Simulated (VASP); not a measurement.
Here is a VASP 6.6.1 calculation.

File INCAR:

```
SYSTEM = Rb2FeCl6F
PREC = Accurate ; ENCUT = 520
EDIFF = 1E-6 ; ISMEAR = -1
SIGMA = 0.0145 ; LREAL = .False.
LASPH = .True. ; NELM = 150
ALGO = Normal ; ISIF = 2
LWAVE = .False. ; LCHARG = .True.
ISPIN = 2 ; MAGMOM = 2.34 0.05 0.05 0.05 0.05 0.05 0.05 0.01 0.01 0.16
LORBIT = 11 ; LMAXMIX = 4
GGA = PE ; LELF = .True.
LVHAR = .True. ; NBANDS = 52
```

The input KPOINTS:

```
regular mesh
0
Gamma
  3 3 3
  0 0 0
```

File POSCAR:

```
Rb2FeCl6F
1.0
    0.0000000000      4.8105080000      4.8105080000
    4.8105080000      0.0000000000      4.8105080000
    4.8105080000      4.8105080000      0.0000000000
Fe Cl Rb F
1 6 2 1
Direct
    0.0000000000      0.0000000000      0.0000000000
    0.7843000000      0.2157000000      0.2157000000
    0.2157000000      0.7843000000      0.2157000000
    0.2157000000      0.7843000000      0.7843000000
    0.7843000000      0.2157000000      0.7843000000
    0.2157000000      0.2157000000      0.7843000000
    0.7843000000      0.7843000000      0.2157000000
    0.2500000000      0.2500000000      0.2500000000
    0.7500000000      0.7500000000      0.7500000000
    0.5000000000      0.5000000000      0.5000000000
```

Potentials or basis: VASP PAW PBE potentials, release 64 (Fe, Cl, Rb_sv, F).

Command:

```sh
$ cat potpaw_PBE.64/Fe/POTCAR potpaw_PBE.64/Cl/POTCAR potpaw_PBE.64/Rb_sv/POTCAR potpaw_PBE.64/F/POTCAR > POTCAR
$ mpirun -np 1 vasp_std > vasp.out
```

**Question.** Predict the net moment.

**Answer.** 2.55 μB per cell.

**Question.** Predict the pressure.

**Answer.** 11.9 GPa.

**Question.** Predict the largest force.

**Answer.** 3.326 eV/Å.

Forces in eV/Å, atoms in the order of the input:
```
Fe   0.000  0.000  0.000
Cl   3.326  0.000  0.000
Cl   0.000  3.326  0.000
Cl  -3.326  0.000  0.000
Cl   0.000 -3.326  0.000
Cl   0.000  0.000  3.326
Cl   0.000  0.000 -3.326
Rb   0.000  0.000  0.000
Rb   0.000  0.000  0.000
F    0.000  0.000  0.000
```

Caveat: the k points lie up to 0.38 Å⁻¹ apart; a cell with one magnetic atom can't hold antiferromagnetic order, which such compounds often take; forces of over 1 eV/Å act on the atoms, so gaps and moduli don't describe the material at rest.
